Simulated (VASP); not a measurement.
A run of VASP 6.6.1:

The input INCAR:

```
  PREC = Accurate
  ENCUT = 520
  EDIFF = 1E-7
  ISMEAR = 0
  SIGMA = 0.01
  LREAL = F
  LASPH = T
  NELM = 60
  ALGO = Normal
  ISIF = 2
  LWAVE = F
  LCHARG = F
  GGA = B5
  ALDAX = 1.0
  AGGAX = 1.0
  AGGAC = 1.0
  ALDAC = 0.0
  IVDW = 12
  VDW_S6 = 1.0
  VDW_S8 = 2.6996
  VDW_A1 = 0.4298
  VDW_A2 = 4.2359
  NBANDS = 28
```

The input KPOINTS:

```
Automatic mesh
0
Gamma
  4 4 4
```

File POSCAR:

```
BaTiO3
1.0
    2.8440786527      1.6420295757      2.3345632454
   -2.8440786527      1.6420295757      2.3345632454
    0.0000000000     -3.2840591514      2.3345632454
Ba Ti O
1 1 3
Direct
   -0.0037125251     -0.0037125251     -0.0037125251
    0.4834178222      0.4834178222      0.4834178222
    0.5106730401      0.5106730401      0.0181486228
    0.0181486228      0.5106730401      0.5106730401
    0.5106730401      0.0181486228      0.5106730401
```

Potentials or basis: VASP PAW PBE potentials, release 64 (Ba_sv, Ti_sv, O).

Launch:

```bash
$ cat potpaw_PBE.64/Ba_sv/POTCAR potpaw_PBE.64/Ti_sv/POTCAR potpaw_PBE.64/O/POTCAR > POTCAR
$ mpirun -np 1 vasp_std > vasp.out
```

Hardware: 1 thread of AMD EPYC 7R13, on a shared host.

Question: How long does it take, and how much memory?

Answer: Wall time 70 s on 1 thread of AMD EPYC 7R13 (shared host), peak memory 0.16 GiB. Counts: scf iterations 17, k points 13.
